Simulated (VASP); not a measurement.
A run of VASP 6.6.1 is set up as follows.

File INCAR:

```
SYSTEM = Pt
ALGO = Fast ; EDIFF = 1E-6
ENCUT = 520 ; GGA = PS
ISIF = 2 ; ISMEAR = 0
LASPH = .TRUE. ; LCHARG = .FALSE.
LREAL = .FALSE. ; LWAVE = .FALSE.
NBANDS = 11 ; NELM = 80
PREC = Accurate ; SIGMA = 0.15
```

Contents of KPOINTS:

```
k-points
0
G
  20 20 20
  0 0 0
```

POSCAR

```
Pt
1.0
    0.0146842500      1.9579000000      1.9579000000
    1.9579000000      0.0146842500      1.9579000000
    1.9725842500      1.9725842500      0.0000000000
Pt
1
Direct
    0.0000000000      0.0000000000      0.0000000000
```

Potentials or basis: VASP PAW PBE potentials, release 64 (Pt).

Launch:

```bash
$ cat potpaw_PBE.64/Pt/POTCAR > POTCAR
$ mpirun -np 1 vasp_std > vasp.out
```

(1) What does it give for the pressure?

(2) Estimate the band gap on the k mesh.

Answers

(1) 0.2 GPa.

(2) zero (band 5 reaches 11.70 eV, above the bottom of band 6 at 9.42 eV).

Caveat: the cell differs from its parent crystal (strain +0.0150 x Voigt [0, 0, 0, 0, 0, 1]); the PAW data sets were made with another functional, which shifts forces and pressure a little; spin-orbit coupling is left out, which moves the levels of the heavy elements.
